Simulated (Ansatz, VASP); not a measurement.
One calculation of C, two programs

Contents of POSCAR:

```
C
1.0
    0.0000000000      1.7789424097      1.7789424097
    1.7789424097      0.0000000000      1.7789424097
    1.7789424097      1.7789424097      0.0000000000
C
2
Direct
    0.0000000000      0.0000000000      0.0000000000
    0.2500000000      0.2500000000      0.2500000000
```

The input INCAR.step1:

```
PREC = Accurate ; ENCUT = 910
ISMEAR = -1 ; SIGMA = 0.03
LREAL = F ; LASPH = T
NELM = 120 ; NBANDS = 11
GGA = PE ; ALGO = Normal
EDIFF = 1E-5 ; LWAVE = T
LCHARG = F ; GGA_COMPAT = F
```

File INCAR.step2:

```
PREC = Accurate ; ENCUT = 910
EDIFF = 1E-6 ; ISMEAR = -1
SIGMA = 0.03 ; LREAL = F
LASPH = T ; NELM = 120
ALGO = Normal ; ISIF = 2
LWAVE = F ; LCHARG = F
METAGGA = R2SCAN ; LMIXTAU = T
LUSE_VDW = T ; IVDW_NL = 2
BPARAM = 11.95 ; CPARAM = 0.0093
NBANDS = 11 ; ISTART = 1
GGA_COMPAT = F
```

Contents of KPOINTS:

```
regular mesh
0
Gamma
  14 14 14
```

Input for Ansatz:

```yaml
crystal:
  lattice:
    - [0.0, 1.7789424097, 1.7789424097]
    - [1.7789424097, 0.0, 1.7789424097]
    - [1.7789424097, 1.7789424097, 0.0]
  atoms:
    - { symbol: C, position: [0.0, 0.0, 0.0] }
    - { symbol: C, position: [0.25, 0.25, 0.25] }
kpoints:
  mp_grid: { grid: [14, 14, 14] }
  band_path:
    path:
      - [0.0, 0.0, 0.0]
      - [0.5, 0.0, 0.5]
      - [0.625, 0.25, 0.625]
      - [0.375, 0.375, 0.75]
      - [0.5, 0.5, 0.5]
      - [0.5, 0.25, 0.75]
    npoints: 1
hamiltonian:
  xc: r2scan
  dispersion: rvv10
scf:
  occupations: { method: fermi_dirac, width: 0.03 }
  n_extra_bands: 4
output:
  forces: true
  stress: true
  eigenvalues: true
  write_density: true
  write_potential: true
  elf: true
  volumetric_format: npy
```

Alike in both runs: task single point; functional r2SCAN; dispersion rVV10; k mesh 14 × 14 × 14; occupations fermi-dirac, width 0.03 eV; no spin polarisation.

|  | VASP | Ansatz |
| --- | --- | --- |
| version | VASP 6.6.1 | Ansatz 0.2.0 |
| potentials or method | VASP PAW PBE potentials, release 64 (C_h) | plane waves, PAW |
| plane-wave cutoff (eV) | 910 | 500 |
| valence electrons in the cell | 8 | 8 |

|  | VASP | Ansatz | Ansatz less VASP |
| --- | --- | --- | --- |
| gap on the k mesh at the Fermi level (eV) | 4.34 | 4.34 | -0.001 |

VASP's potentials were made for PBE, not for r2SCAN.

Noted on VASP's run: the cutoff is short for stress, so the pressure is rough.
